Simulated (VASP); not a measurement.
## NaF (Villiaumite): single point with r2SCAN

The system is NaF (Villiaumite).

```
CELL_PARAMETERS angstrom
0.00000 2.27404 2.27404
2.27404 0.00000 2.27404
2.27404 2.27404 0.00000
ATOMIC_POSITIONS crystal
Na 0.00000 0.00000 0.00000
F 0.50000 0.50000 0.50000
```

This cell differs from its parent crystal: volume changed by -3%.

```
Program             : VASP 6.6.1
Task                : single point
Functional          : r2SCAN
Potentials or basis : VASP PAW PBE potentials, release 64 (Na_pv, F)
Cutoff              : 520 eV
k mesh              : 8 × 8 × 8
Occupations         : gaussian, width 0.01 eV
Spin                : no spin polarisation
```

```json
{"Pressure": "1.0 GPa", "Band gap on the k mesh": "7.50 eV, direct"}
```

Levels at points of the mesh, in eV from the valence-band top:
```csv
k point,band 3,band 4,band 5,band 6,band 7,band 8,band 9,band 10,band 11,band 12
"(0.00, 0.00, 0.00)",-19.33,-19.33,0.00,0.00,0.00,7.50,20.19,20.19,20.19,22.98
"(0.50, 0.00, 0.00)",-19.34,-18.80,-1.68,-0.30,-0.30,12.00,13.91,22.05,22.05,24.59
"(0.50, 0.50, 0.00)",-19.39,-19.39,-1.35,-0.43,-0.43,14.12,14.56,15.43,21.88,21.88
```

It took 25 s on 1 thread of AMD EPYC 9R45 96-Core Processor (Zen 5), on a shared host, peak memory 0.11 GiB.

Caveat: the PAW data sets were made with another functional, which shifts forces and pressure a little.
